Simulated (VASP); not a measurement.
Write the native input for VASP 6.6.1 that does the following.

| Quantity | Value |
| --- | --- |
| Task | relaxation of the atoms |
| Functional | PBE |
| Potentials or basis | VASP PAW PBE potentials, release 64 (Mg, Si) |
| Cutoff | 520 eV |
| k mesh | 9 × 9 × 1 |
| Occupations | gaussian, width 0.1 eV |
| Spin | no spin polarisation |
| Dipole correction | yes |
| Atoms held fixed (from 0) | [0, 1, 2, 3] |
| Further INCAR settings | ALGO = Normal; EDIFF = 1e-06; IBRION = 2; EDIFFG = -0.025; NSW = 36 |
| Atoms held along some axes (from 0) | atom 4 along a and b |

The structure of Mg4Si lies in POSCAR:

```
Mg4Si
1.0
    3.2100692859      0.0000000000      0.0000000000
   -1.6050346429      2.7800015495      0.0000000000
    0.0000000000      0.0000000000     23.2147784313
Mg Si
4 1
Selective dynamics
Direct
    0.6666666667      0.3333333333      0.1723040352  F F F
    0.3333333333      0.6666666667      0.2829644272  F F F
    0.6666666667      0.3333333333      0.3920793237  F F F
    0.3333333333      0.6666666667      0.5046258988  F F F
    0.5000000000      1.0000000000      0.6104457077  F F T
```

The input as run:

INCAR

```
  PREC = Accurate
  ENCUT = 520
  EDIFF = 1E-6
  ISMEAR = 0
  SIGMA = 0.1
  LREAL = False
  LASPH = True
  NELM = 100
  ALGO = Normal
  ISIF = 2
  LWAVE = False
  LCHARG = False
  LDIPOL = True
  IDIPOL = 3
  DIPOL = 0.5 0.5 0.392
  GGA = PE
  IBRION = 2
  NSW = 36
  EDIFFG = -0.025
```

KPOINTS

```
Automatic mesh
0
Gamma
  9 9 1
```

Potentials or basis: VASP PAW PBE potentials, release 64 (Mg, Si).

The run is started by

```console
$ cat potpaw_PBE.64/Mg/POTCAR potpaw_PBE.64/Si/POTCAR > POTCAR
$ mpirun -np 1 vasp_std > vasp.out
```

It gave:

```
Band gap on the k mesh : zero (bands 6 and 7 overlap by 0.09 eV)
```

Caveat: the relaxation stopped at its first step, so nothing moved.

Wall time 85 s on 1 thread of Intel Xeon 8259CL (shared host), peak memory 0.33 GiB.
